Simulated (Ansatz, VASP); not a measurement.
# Two plane-wave programs on WAu

INCAR

```
SYSTEM = WAu
ALGO = Fast ; EDIFF = 1E-6
ENCUT = 520 ; GGA = PE
ISIF = 2 ; ISMEAR = -1
LASPH = .TRUE. ; LCHARG = .TRUE.
LELF = .TRUE. ; LREAL = .FALSE.
LVHAR = .TRUE. ; LWAVE = .FALSE.
NBANDS = 20 ; NELM = 80
PREC = Accurate ; SIGMA = 0.05
```

The input KPOINTS:

```
k-points
0
G
  8 8 8
  0 0 0
```

File POSCAR:

```
WAu
1.0
    0.0000000000      2.9092100000      2.9092100000
    2.9092100000      0.0000000000      2.9092100000
    2.9092100000      2.9092100000      0.0000000000
W Au
1 1
Direct
   -0.0033300000     -0.0137330000     -0.0008560000
    0.7485160000      0.7555220000      0.7464040000
```

The input input.yaml:

```yaml
crystal:
  lattice:
    - [0.0, 2.90921, 2.90921]
    - [2.90921, 0.0, 2.90921]
    - [2.90921, 2.90921, 0.0]
  atoms:
    - { symbol: W, position: [-0.00333, -0.013733, -0.000856] }
    - { symbol: Au, position: [0.748516, 0.755522, 0.746404] }
hamiltonian:
  xc: pbe
  pseudopotentials: { kind: paw, azcp: { folder: soft_1 } }
kpoints:
  mp_grid: { grid: [8, 8, 8] }
scf:
  occupations: { method: fermi_dirac, width: 0.05 }
output:
  forces: true
  stress: true
  eigenvalues: true
  write_density: true
  write_potential: true
  elf: true
  volumetric_format: npy
```

Change from the starting cell: atoms moved at random, drawn with an rms of 0.05 Å.

Alike in both runs: task single point; functional PBE; k mesh 8 × 8 × 8; occupations fermi-dirac, width 0.05 eV; no spin polarisation.

|  | VASP | Ansatz |
| --- | --- | --- |
| version | VASP 6.6.1 | Ansatz 0.2.0 |
| potentials or method | VASP PAW PBE potentials, release 64 (W_sv, Au) | Ansatz PAW soft_1 |
| plane-wave cutoff (eV) | 520 | 420 |
| valence electrons in the cell | 25 | 33 |

|  | VASP | Ansatz | Ansatz less VASP |
| --- | --- | --- | --- |
| gap on the k mesh at the Fermi level (eV) | none | none | - |
| pressure (GPa) | 0.4 | 0.3 | -0.06 |
| traceless stress, the component that is largest in VASP (GPa) | 3.09 | 3.02 | -0.069 |
| rms of the force components (eV/Å) | 0.555 | 0.547 | -0.0074 |

Atom by atom the forces differ by 0.007 eV/Å (rms over components). A gap of «none» marks a metal or a gap that the smearing closes. With one functional, cell and mesh, what is left measures potentials, basis and numerics. VASP's potentials hold 25 valence electrons a cell and Ansatz's 33, so a difference there can come from the potentials and not from the codes.

Neither program's run includes spin-orbit coupling.
